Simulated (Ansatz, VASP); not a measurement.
## TiB2 in VASP and in Ansatz

The input INCAR:

```
PREC     = Accurate       # precision mode
ENCUT    = 520            # plane-wave cutoff, eV
EDIFF    = 1E-6           # SCF threshold, eV
ISMEAR   = -1             # smearing method
SIGMA    = 0.03           # smearing width, eV
LREAL    = F              # projectors in reciprocal space
LASPH    = T              # aspherical terms in the spheres
NELM     = 100            # most SCF steps
ALGO     = Normal         # electronic algorithm
ISIF     = 2              # what is computed and relaxed
LWAVE    = F              # write WAVECAR
LCHARG   = F              # write CHGCAR
GGA      = PS             # functional
NBANDS   = 16             # bands
```

Contents of KPOINTS:

```
Automatic mesh
0
Gamma
  14 14 11
```

File POSCAR:

```
TiB2
1.0
    3.0088673998      0.0000000000      0.0000000000
   -1.5044336999      2.6057556048      0.0000000000
    0.0000000000      0.0000000000      3.2067322330
Ti B
1 2
Direct
    0.0000000000      0.0000000000      0.0000000000
    0.3333333333      0.6666666667      0.5000000000
    0.6666666667      0.3333333333      0.5000000000
```

Input for Ansatz:

```yaml
crystal:
  lattice:
    - [3.0088673998, 0.0, 0.0]
    - [-1.5044336999, 2.6057556048, 0.0]
    - [0.0, 0.0, 3.206732233]
  atoms:
    - { symbol: Ti, position: [0.0, 0.0, 0.0] }
    - { symbol: B, position: [0.3333333333, 0.6666666667, 0.5] }
    - { symbol: B, position: [0.6666666667, 0.3333333333, 0.5] }
kpoints:
  mp_grid: { grid: [14, 14, 11] }
  band_path:
    path:
      - [0.0, 0.0, 0.0]
      - [0.5, 0.0, 0.0]
      - [0.3333333333, 0.3333333333, 0.0]
      - [0.0, 0.0, 0.0]
      - [0.0, 0.0, 0.5]
      - [0.5, 0.0, 0.5]
      - [0.3333333333, 0.3333333333, 0.5]
      - [0.0, 0.0, 0.5]
      - [0.5, 0.0, 0.5]
    npoints: 5
scf:
  occupations: { method: fermi_dirac, width: 0.03 }
hamiltonian:
  xc: pbesol
  pseudopotentials: { kind: all_electron, lapw: { basis_error: 0.001 } }
output:
  forces: true
  stress: true
  eigenvalues: true
```

Change from the starting cell: volume scaled by 0.98.

Alike in both runs: task single point; functional PBEsol; k mesh 14 × 14 × 11; occupations fermi-dirac, width 0.03 eV; no spin polarisation.

|  | VASP | Ansatz |
| --- | --- | --- |
| version | VASP 6.6.1 | Ansatz 0.2.0 |
| potentials or method | VASP PAW PBE potentials, release 64 (Ti_sv, B), cutoff 520 eV | all-electron LAPW, scalar-relativistic |

Ansatz gave:

* pressure (GPa): 0.0
* traceless stress, the component that is largest in VASP (GPa): -2.68

Which values does VASP return?

Pressure (GPa): 0.4; traceless stress, the component that is largest in VASP (GPa): -2.80.

VASP's potentials were made for PBE, not for PBEsol. Ansatz ran all-electron here, and VASP with PAW potentials.
